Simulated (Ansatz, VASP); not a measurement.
AlH6: VASP beside Ansatz

```xyz
7
Lattice="3.8419 0.0000 0.0000 -1.9209 3.3271 0.0000 0.0000 0.0000 3.7162" Properties=species:S:1:pos:R:3 pbc="T T T"
Al    0.0000    0.0000    0.0000
H     1.0148    1.6322    0.0000
H     1.9209    0.0627    0.0000
H     2.8270    1.6322    0.0000
H     0.0000    0.0000    1.8581
H     0.0000    2.2181    1.4825
H     0.0000    2.2181    2.2337
```

Alike in both runs: functional PBE; k mesh 12 × 12 × 10; occupations gaussian, width 0.1 eV; no spin polarisation.

Ansatz relaxed the structure, and its values are those at the end. VASP's run is a single point on that final structure, the one shown.

|  | VASP | Ansatz |
| --- | --- | --- |
| version | VASP 6.6.1 | Ansatz 0.2.0 |
| potentials or method | VASP PAW PBE potentials, release 64 (Al, H), cutoff 520 eV | scalar-relativistic, plane waves, PAW |
| valence electrons in the cell | 9 | 9 |

|  | VASP | Ansatz | Ansatz less VASP |
| --- | --- | --- | --- |
| gap on the k mesh at the Fermi level (eV) | none | none | - |
| pressure (GPa) | -0.3 | 0.0 | +0.25 |
| rms of the force components (eV/Å) | 0.004 | 0.001 | -0.0029 |

A gap of «none» marks a metal or a gap that the smearing closes.
